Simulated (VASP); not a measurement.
# PbS (P1) in VASP: notebook

Runs on PbS. Level: PBEsol. Tasks: single point.

Everything below comes from runs of VASP 6.6.1. Logs are shortened: lines on timing, memory, paths and dates and some standing lists are left out, and cuts for length are marked.

## Step 1: The cell of the first run

The typed cell holds 8 atoms: a = 4.090 Å, b = 8.179 Å, c = 7.576 Å, α = 90.00°, β = 90.00°, γ = 120.00°.

## Step 2: Single point, PBEsol

The input, INCAR:

```
  PREC = Accurate
  ENCUT = 400
  EDIFF = 1E-6
  ISMEAR = 0
  SIGMA = 0.01
  LREAL = F
  LASPH = T
  NELM = 120
  ALGO = Normal
  ISIF = 2
  LWAVE = F
  LCHARG = F
  GGA = PS
  NBANDS = 50
  GGA_COMPAT = F
```

The input, KPOINTS:

```
Automatic mesh
0
Gamma
  2 1 1
```

The input, POSCAR:

```
PbS
1.0
    4.0896980000      0.0000000000      0.0000000000
   -4.0896980000      7.0835640000      0.0000000000
    0.0000000000      0.0000000000      7.5763340000
Pb S
4 4
Direct
    0.0022459818      0.0005473234     -0.0008632143
   -0.0017226507      0.0002014523      0.5003167759
   -0.0009162168      0.4998183118     -0.0004247437
   -0.0005870816      0.4993055756      0.5015013858
    0.6705281218      0.1673760553      0.2497301465
    0.6659095717      0.1689347340      0.7533841565
    0.6702258517      0.6639317440      0.2461377759
    0.6663372805      0.6672468831      0.7473210658
```

Potentials or basis: VASP PAW PBE potentials, release 64 (Pb_d, S).

Launch:

```sh
> cat potpaw_PBE.64/Pb_d/POTCAR potpaw_PBE.64/S/POTCAR > POTCAR
> mpirun -np 1 vasp_std > vasp.out
```

OUTCAR:

```text
PREC = Accurate
   ENCUT = 400
   EDIFF = 1E-6
   ISMEAR = 0
   LREAL = F
   LASPH = T
   NELM = 120
   ISIF = 2
   GGA = PS

 ion  position               nearest neighbor table
   1  0.002  0.001  0.999-   6 3.00   6 3.02   5 3.03   7 3.03   5 3.03   8 3.04   2 3.78   2 3.80
                             3 4.08   3 4.09   3 4.09   3 4.10
   2  0.998  0.000  0.500-   8 3.01   5 3.02   6 3.04   5 3.05   6 3.05   7 3.06   1 3.78   1 3.80
                             4 4.08   4 4.09   4 4.09   4 4.10
   3  0.999  0.500  1.000-   7 2.98   6 3.00   5 3.02   7 3.02   8 3.04   8 3.04   4 3.77   4 3.80
                             1 4.08   1 4.09   1 4.09   1 4.10
   4  0.999  0.499  0.502-   8 3.01   8 3.01   6 3.02   5 3.03   7 3.03   7 3.06   3 3.77   3 3.80
                             2 4.08   2 4.09   2 4.09   2 4.10
   5  0.671  0.167  0.250-   2 3.02   3 3.02   1 3.03   4 3.03   1 3.03   2 3.05
   6  0.666  0.169  0.753-   3 3.00   1 3.00   4 3.02   1 3.02   2 3.04   2 3.05
   7  0.670  0.664  0.246-   3 2.98   3 3.02   4 3.03   1 3.03   2 3.06   4 3.06
   8  0.666  0.667  0.747-   4 3.01   2 3.01   4 3.01   1 3.04   3 3.04   3 3.04

  LATTYP: Found a simple orthorhombic cell.
 ALAT       =     4.0896980000
 B/A-ratio  =     1.7320506306
 C/A-ratio  =     1.8525411901

  Lattice vectors:

 A1 = (   4.0896980000,   0.0000000000,   0.0000000000)
 A2 = (   0.0000000000,   7.0835640000,   0.0000000000)
 A3 = (   0.0000000000,   0.0000000000,   7.5763340000)

Analysis of symmetry for initial positions (statically):
=====================================================================
 Subroutine PRICEL returns:
 Original cell was already a primitive cell.

 Routine SETGRP: Setting up the symmetry group for a
 simple orthorhombic supercell.

 Subroutine GETGRP returns: Found  1 space group operations
 (whereof  1 operations were pure point group operations)
 out of a pool of  8 trial point group operations.

The static configuration has the point symmetry C_1 .

Analysis of symmetry for dynamics (positions and initial velocities):
=====================================================================
 Subroutine PRICEL returns:
 Original cell was already a primitive cell.

 Routine SETGRP: Setting up the symmetry group for a
 simple orthorhombic supercell.

 Subroutine GETGRP returns: Found  1 space group operations
 (whereof  1 operations were pure point group operations)
 out of a pool of  8 trial point group operations.

The dynamic configuration has the point symmetry C_1 .

 Subroutine INISYM returns: Found  1 space group operations
 (whereof  1 operations are pure point group operations),
[... 100 lines left out ...]
   ISMEAR =     0;   SIGMA  =   0.01  broadening in eV -4-tet -1-fermi 0-gaus
   EFERMI_NEDOS =   21; number of points for ismear=-14 and -15
   IALGO  =     38    algorithm
   IMIX   =      4    mixing-type and parameters
     AMIX     =   0.40;   BMIX     =  1.00
     AMIX_MAG =   1.60;   BMIX_MAG =  1.00
  volume/ion in A,a.u.               =      27.44       185.14
  Fermi-wavevector in a.u.,A,eV,Ry     =   1.169421  2.209885 18.606576  1.367545
  Thomas-Fermi vector in A             =   2.305894
   LORBIT       =      0    0 simple, 1 ext, 2 COOP (PROOUT), +10 PAW based schemes
   GGA     = PS    functional components
   LHFCALC =     F    Hartree Fock is set to
   AEXX    =    0.0000 exact exchange contribution
   IVDW    =     0    specifies the selected vdW correction
   LEPSILON=     F    determine dielectric tensor
   LRPA    =     F    only Hartree local field effects (RPA)
 non-spin polarized calculation
 Gauss-broadening in eV      SIGMA  =   0.01
  energy-cutoff  :      400.00
  volume of cell :      219.48
 maximum number of plane-waves:      3975
 NGX is ok and might be reduce to    28
   NGX = 13   NGY = 27   NGZ = 25

 number of electron      80.0000020 magnetization

 Free energy of the ion-electron system (eV)
  ---------------------------------------------------
  ext. energy  EPLUGINS =         0.00000000
  ---------------------------------------------------
  free energy    TOTEN  =       -35.62580050 eV

  energy without entropy =      -35.62580050  energy(sigma->0) =      -35.62580050

 E-fermi :   5.2744     XC(G=0):  -9.6390

 val. band max:        5.2168149138   @ k =   0.0000   0.0000   0.0000
 cond. band min:       5.8098232258   @ k =   0.0000   0.0000   0.0000
 fundamental gap:      0.5930083119
 Fermi energy:         5.2743600326

 k-point     1 :       0.0000    0.0000    0.0000
  band No.  band energies     occupation
      1     -12.0008      2.00000
      2     -11.9858      2.00000
      3     -11.9789      2.00000
      4     -11.9517      2.00000
      5     -11.9453      2.00000
      6     -11.9313      2.00000
[... 42 lines left out ...]
     49       8.8243      0.00000
     50       8.8584      0.00000

 k-point     2 :       0.5000    0.0000    0.0000
  band No.  band energies     occupation
      1     -11.9935      2.00000
      2     -11.9888      2.00000
      3     -11.9817      2.00000
      4     -11.9778      2.00000
      5     -11.9464      2.00000
      6     -11.9440      2.00000
[... 42 lines left out ...]
     49       8.8487      0.00000
     50       8.8818      0.00000

------------------------ aborting loop because EDIFF is reached ----------------------------------------

  FORCE on cell =-STRESS in cart. coord.  units (eV):
  Direction    XX          YY          ZZ          XY          YZ          ZX
  --------------------------------------------------------------------------------------
  -------------------------------------------------------------------------------------
  Total       -2.1580050     -2.2021490     -5.6648007      0.0701001      0.0036148     -0.0111020
  in kB      -15.7529124    -16.0751528    -41.3516693      0.5117136      0.0263872     -0.0810418
  external PRESSURE =     -24.3932449 kB  Pullay stress =       0.0000000 kB

 VOLUME and BASIS-vectors are now :
 -----------------------------------------------------------------------------
  energy-cutoff  :      400.00
  volume of cell :      219.48
      direct lattice vectors                 reciprocal lattice vectors
     4.089698000  0.000000000  0.000000000     0.244516832  0.141171873  0.000000000
    -4.089698000  7.083564000  0.000000000     0.000000000  0.141171873  0.000000000
     0.000000000  0.000000000  7.576334000     0.000000000  0.000000000  0.131989957

 POSITION                                       TOTAL-FORCE (eV/Angst)
 -----------------------------------------------------------------------------------
      0.00695      0.00388      7.56979         0.003436     -0.011689      0.063608
      4.08183      0.00143      3.79057         0.022912     -0.015168     -0.023000
      2.04184      3.54050      7.57312         0.018708      0.018009      0.089292
      2.04529      3.53686      3.79954        -0.003294      0.023154     -0.021259
      2.05774      1.18562      1.89204        -0.017930     -0.052405      0.003427
      2.03248      1.19666      5.70789        -0.012824     -0.051152     -0.068462
      0.02574      4.70300      1.86482        -0.014610      0.052585      0.001913
     -0.00372      4.72649      5.66195         0.003602      0.036666     -0.045520
 -----------------------------------------------------------------------------------
    total drift:                                0.000177      0.000369      0.000095

  FREE ENERGIE OF THE ION-ELECTRON SYSTEM (eV)
  ---------------------------------------------------
  free  energy   TOTEN  =       -35.6258004964 eV

  energy  without entropy=      -35.6258004964  energy(sigma->0) =      -35.62580050
```

It took 24 s on 1 thread of Intel Xeon Platinum 8375C at 2.90GHz (Ice Lake), shared host; peak memory 0.24 GiB.

What came out:

| Property | Result |
| --- | --- |
| Free energy | -35.6258 eV |
| Pressure | -2.4 GPa |
| Largest force | 0.093 eV/Å |
| Band gap on the k mesh | 0.59 eV |

Forces in eV/Å, atoms in the order of the input:
```
Pb   0.003 -0.012  0.064
Pb   0.023 -0.015 -0.023
Pb   0.019  0.018  0.089
Pb  -0.003  0.023 -0.021
S   -0.018 -0.052  0.003
S   -0.013 -0.051 -0.068
S   -0.015  0.053  0.002
S    0.004  0.037 -0.046
```

Stress tensor (GPa, compression positive):
```
-1.58  0.05 -0.01
 0.05 -1.61  0.00
-0.01  0.00 -4.14
```

Caveat: the k points lie up to 0.89 Å⁻¹ apart, too coarse for converged energies, forces and pressures; the PAW data sets were made with another functional, which shifts forces and pressure a little; spin-orbit coupling is left out, which moves the levels of the heavy elements.

## Step 3: Single point, PBEsol

The input, INCAR:

```
SYSTEM = PbS
PREC = Accurate ; ENCUT = 400
EDIFF = 1E-6 ; ISMEAR = 0
SIGMA = 0.01 ; LREAL = .False.
LASPH = .True. ; NELM = 120
ALGO = Normal ; ISIF = 2
LWAVE = .False. ; LCHARG = .False.
GGA = PS ; NBANDS = 50
GGA_COMPAT = .False.
```

The input, KPOINTS:

```
Automatic mesh
0
Gamma
  2 1 1
  0 0 0
```

The input, POSCAR:

```
PbS
1.0
    4.0896980000      0.0000000000      0.0000000000
   -4.0896980000      7.0835640000      0.0000000000
    0.0000000000      0.0000000000      7.5763340000
Pb S
4 4
Direct
    0.0052383418      0.0012725233     -0.0019896166
   -0.0040092623      0.0004641731      0.5007308284
   -0.0021161969      0.4995836841     -0.0009570592
   -0.0013633579      0.4983889466      0.5034954900
    0.6754578788      0.1681849702      0.2493762815
    0.6647073985      0.1718238164      0.7577272860
    0.6750397652      0.6604210818      0.2409908275
    0.6660093868      0.6681156548      0.7436355103
```

Potentials or basis: VASP PAW PBE potentials, release 64 (Pb_d, S).

Launch:

```sh
> cat potpaw_PBE.64/Pb_d/POTCAR potpaw_PBE.64/S/POTCAR > POTCAR
> mpirun -np 1 vasp_std > vasp.out
```

Run time: 23 s. Hardware: 1 thread of Intel Xeon Platinum 8375C at 2.90GHz (Ice Lake), shared host; peak memory 0.24 GiB.

It converged, with:

```
Free energy            : -35.6160 eV
Pressure               : -2.4 GPa
Largest force          : 0.220 eV/Å
Band gap on the k mesh : 0.59 eV
```

Forces in eV/Å, atoms in the order of the input:
```
Pb   0.004 -0.028  0.154
Pb   0.054 -0.025 -0.046
Pb   0.055  0.046  0.208
Pb  -0.015  0.049 -0.047
S   -0.042 -0.115  0.000
S   -0.026 -0.119 -0.164
S   -0.039  0.113  0.001
S    0.009  0.078 -0.106
```

Stress tensor (GPa, compression positive):
```
-1.48  0.11 -0.04
 0.11 -1.57  0.02
-0.04  0.02 -4.07
```

Levels at points of the mesh, in eV from the valence-band top:
```tsv
k point	band 38	band 39	band 40	band 41	band 42	band 43
(0.00, 0.00, 0.00)	-1.08	-1.06	0.00	0.59	1.76	1.89
(0.50, 0.00, 0.00)	-1.40	-1.17	-1.09	1.74	1.78	1.87
```

Caveat: the k points lie up to 0.89 Å⁻¹ apart, too coarse for converged energies, forces and pressures; the PAW data sets were made with another functional, which shifts forces and pressure a little; spin-orbit coupling is left out, which moves the levels of the heavy elements.
